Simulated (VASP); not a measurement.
Here is a VASP 6.6.1 calculation.

The input INCAR:

```
SYSTEM = H21ClO10
  PREC = Accurate
  ENCUT = 520
  EDIFF = 1E-6
  ISMEAR = -1
  SIGMA = 0.02
  LREAL = Auto
  LASPH = .True.
  NELM = 60
  ALGO = Normal
  ISIF = 2
  LWAVE = .False.
  LCHARG = .True.
  GGA = PE
  IVDW = 12
  LELF = .True.
  LVHAR = .True.
  NBANDS = 66
```

File KPOINTS:

```
regular mesh
0
Gamma
  1 1 1
  0 0 0
```

File POSCAR:

```
H21ClO10
1.0
    7.0540040000      0.0000000000      0.0000000000
    0.0000000000      7.0540040000      0.0000000000
    0.0000000000      0.0000000000      7.0540040000
O H Cl
10 21 1
Direct
    0.6786216736      0.1360362143      1.0075412489
    0.2125317763      0.8677483029      0.0785086031
    0.2049049022      0.5295432211      0.4674082975
    0.0574992586      0.2410971131      0.9501128721
    0.8318821481      0.8091291131      0.1960872151
    0.9234046366      0.5639775651      0.7713207988
    0.5565491599      0.6698748682      0.6879213564
    0.5278562360      0.3959453383      0.1954067505
    0.4319957857      1.0175781017      0.6614115898
    0.6301952763      0.2584347840      0.5052733171
    0.6648139128      0.0477742854      0.9043374515
    0.8120352639      0.1885028701      1.0005664868
    0.1533171799      0.7742836551     -0.0033314413
    0.3483978745      0.8490213501      0.0779415492
    0.1763112128      0.6173373307      0.3639067968
    0.1612984625      0.4116102004      0.4127443081
    0.0526793010      0.1827189211      0.8204843660
    0.1227813310      0.1515451366      1.0354119448
    0.8971358678      0.8340794817      0.3138075907
    0.7976746256      0.9405154860      0.1569037953
    0.9725540275      0.5157779894      0.6505241562
    0.9755168837      0.4666569511      0.8546068304
    0.6707679780      0.6075840048      0.7449953246
    0.4710232657      0.5690101678      0.6426421079
    0.5793163712      0.5253895518      0.1901615026
    0.5646296770      0.2990500147      0.0863622986
    0.2955342810      1.0392962635      0.6540115373
    0.4783382601      0.8784656204      0.6393390194
    0.5713067359      0.3173233245      0.3655796056
    0.5396226030      0.1706264981      0.5802378337
    0.7605184233      0.1929684191      0.5251343776
    0.9794579079      0.0348029289      0.5661040170
```

Potentials or basis: VASP PAW PBE potentials, release 64 (O, H, Cl).

The run is started by

```console
$ cat potpaw_PBE.64/O/POTCAR potpaw_PBE.64/H/POTCAR potpaw_PBE.64/Cl/POTCAR > POTCAR
$ mpirun -np 1 vasp_gam > vasp.out
```

(1) Estimate the pressure.

(2) Predict the largest force.

(3) Estimate the band gap on the k mesh.

Results:

(1) -1.2 GPa.

(2) 1.469 eV/Å.

(3) 4.20 eV.

Caveat: the k points lie up to 0.89 Å⁻¹ apart.
